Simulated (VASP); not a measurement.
Input of a VASP 6.6.1 run:

File POSCAR:

```
Bi2Te2Se
1.0
    2.1677153518      1.2515310419     11.5964185791
   -2.1677153518      1.2515310419     11.5964185791
    0.0000000000     -2.5030620838     11.5964185791
Bi Te Se
2 2 1
Direct
    0.6130214752      0.6130214752      0.6130214752
    0.3869785248      0.3869785248      0.3869785248
    0.2294265808      0.2294265808      0.2294265808
    0.7705734192      0.7705734192      0.7705734192
    0.0000000000      0.0000000000      0.0000000000
```

File INCAR.step1:

```
PREC = Accurate
ENCUT = 520
ISMEAR = 0
SIGMA = 0.02
LREAL = F
LASPH = T
NELM = 80
NBANDS = 32
GGA = PE
ALGO = Normal
EDIFF = 1E-4
LWAVE = T
LCHARG = F
```

The input INCAR.step2:

```
PREC = Accurate
ENCUT = 520
EDIFF = 1E-6
ISMEAR = 0
SIGMA = 0.02
LREAL = F
LASPH = T
NELM = 80
ALGO = Normal
ISIF = 2
LWAVE = F
LCHARG = F
METAGGA = R2SCAN
LMIXTAU = T
NBANDS = 32
ISTART = 1
```

File KPOINTS:

```
Automatic mesh
0
Gamma
  6 6 6
```

Potentials or basis: VASP PAW PBE potentials, release 64 (Bi_d, Te, Se).

Command:

```console
$ cat potpaw_PBE.64/Bi_d/POTCAR potpaw_PBE.64/Te/POTCAR potpaw_PBE.64/Se/POTCAR > POTCAR
$ cp INCAR.step1 INCAR
$ mpirun -np 1 vasp_std > vasp.out
$ cp INCAR.step2 INCAR
$ mpirun -np 1 vasp_std > vasp.out
```

Task: Estimate the pressure.

Result: -0.4 GPa.

Task: Predict the band gap on the k mesh.

Result: 1.05 eV (least direct gap 1.18 eV).

Task: Predict the largest force.

Result: 0.016 eV/Å.

Forces in eV/Å, atoms in the order of the input:
```
Bi   0.000  0.000  0.014
Bi   0.000  0.000 -0.014
Te   0.000  0.000 -0.016
Te   0.000  0.000  0.016
Se   0.000  0.000  0.000
```

Caveat: the PAW data sets were made with another functional, which shifts forces and pressure a little; spin-orbit coupling is left out, which moves the levels of the heavy elements. A k mesh can miss the band edges.
